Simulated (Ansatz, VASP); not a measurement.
HfC5 in VASP and in Ansatz

```
CELL_PARAMETERS angstrom
3.65128 0.00000 0.00000
-1.82564 3.16210 0.00000
0.00000 0.00000 7.03074
ATOMIC_POSITIONS crystal
Hf 0.00000 0.00000 0.00000
C 0.00000 0.00000 0.30938
C 0.00000 0.00000 0.69062
C 0.00000 0.00000 0.50000
C 0.33333 0.66667 0.50000
C 0.66667 0.33333 0.50000
```

Alike in both runs: functional PBE; k mesh 5 × 5 × 2; occupations gaussian, width 0.2 eV; no spin polarisation.

Ansatz relaxed the structure, and its values are those at the end. VASP's run is a single point on that final structure, the one shown.

|  | VASP | Ansatz |
| --- | --- | --- |
| version | VASP 6.6.1 | Ansatz 0.2.0 |
| potentials or method | VASP PAW PBE potentials, release 64 (Hf_pv, C), cutoff 600 eV | scalar-relativistic, plane waves, PAW |
| valence electrons in the cell | 30 | 46 |

|  | VASP | Ansatz | Ansatz less VASP |
| --- | --- | --- | --- |
| gap on the k mesh at the Fermi level (eV) | none | none | - |
| pressure (GPa) | -0.2 | 0.0 | +0.21 |
| rms of the force components (eV/Å) | 0.037 | 0.013 | -0.0239 |

A gap of «none» marks a metal or a gap that the smearing closes. VASP's potentials hold 30 valence electrons a cell and Ansatz's 46, so a difference there can come from the potentials and not from the codes.

The k mesh is coarse, so the values compare programs but aren't converged. Neither program's run includes spin-orbit coupling.
